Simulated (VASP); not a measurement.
## Si2C3: single point with PBE

Crystal: Si2C3.

```
Si C
1.0
     3.08134    0.00000    0.00000
    -1.54067    2.66852    0.00000
     0.00000    0.00000    9.10109
Si C
2 3
Direct
  0.00000 0.00000 0.00000
  0.33333 0.66667 0.50000
  0.66667 0.33333 0.08483
  0.66667 0.33333 0.91517
  0.00000 0.00000 0.50000
```

The cell was built from a structure type or drawn by symmetry, and may not be a known phase.

```
Program                : VASP 6.6.1
Task                   : single point
Functional             : PBE
Potentials or basis    : VASP PAW PBE potentials, release 64 (Si, C)
Cutoff                 : 520 eV
k mesh                 : 6 × 6 × 2
Occupations            : gaussian, width 0.1 eV
Spin                   : collinear spin
Starting moments       : [0.0, 0.0, 1.0, 1.0, 1.0] μB
Dipole correction      : no
Further INCAR settings : ALGO = Normal; EDIFF = 1e-06; NBANDS = 22
```

```yaml
Pressure: 0.1 GPa
Largest_force: 0.075 eV/Å
Net_moment: 0.31 μB per cell
Site_moments: Si -0.00; C +0.07, +0.00 (each value once) μB
Valence_electrons_inside_the_program's_atomic_spheres: Si 1.59, 1.73; C 2.41, 2.55 (each value once)
```

Forces on the atoms (eV/Å):
```
Si   0.000  0.000  0.000
Si   0.000  0.000  0.000
C    0.000  0.000  0.075
C    0.000  0.000 -0.075
C    0.000  0.000  0.000
```

Stress tensor (GPa, compression positive):
```
-0.02  0.00  0.00
 0.00 -0.02  0.00
 0.00  0.00  0.35
```

Levels at points of the mesh, in eV from the Fermi level:
Spin up:
| k point | band 6 | band 7 | band 8 | band 9 | band 10 | band 11 | band 12 | band 13 | band 14 | band 15 |
| --- | --- | --- | --- | --- | --- | --- | --- | --- | --- | --- |
| (0.00, 0.00, 0.00) | -3.97 | -3.71 | -1.34 | -1.34 | 2.13 | 2.13 | 2.29 | 4.28 | 5.12 | 5.12 |
| (0.50, 0.00, 0.00) | -5.92 | -3.60 | -2.86 | -2.16 | -0.66 | 0.86 | 1.60 | 2.66 | 3.94 | 7.45 |
| (0.00, 0.00, 0.50) | -4.38 | -3.23 | -1.34 | -1.34 | 2.13 | 2.13 | 2.44 | 3.38 | 5.12 | 5.12 |
| (0.50, 0.00, 0.50) | -5.92 | -3.59 | -2.86 | -2.19 | -0.68 | 0.86 | 1.59 | 2.73 | 3.95 | 7.56 |
Spin down:
```csv
k point,band 8,band 9,band 10,band 11,band 12,band 13
"(0.00, 0.00, 0.00)",-1.34,-1.34,2.35,2.40,2.40,4.30
"(0.50, 0.00, 0.00)",-2.86,-2.07,-0.65,1.11,1.67,2.66
"(0.00, 0.00, 0.50)",-1.34,-1.34,2.40,2.40,2.51,3.40
"(0.50, 0.00, 0.50)",-2.86,-2.10,-0.68,1.12,1.66,2.74
```

It took 33 s on 1 thread of AMD EPYC 9R45 96-Core Processor (Zen 5), on a shared host, peak memory 0.19 GiB.

Caveat: the k points lie up to 0.39 Å⁻¹ apart.
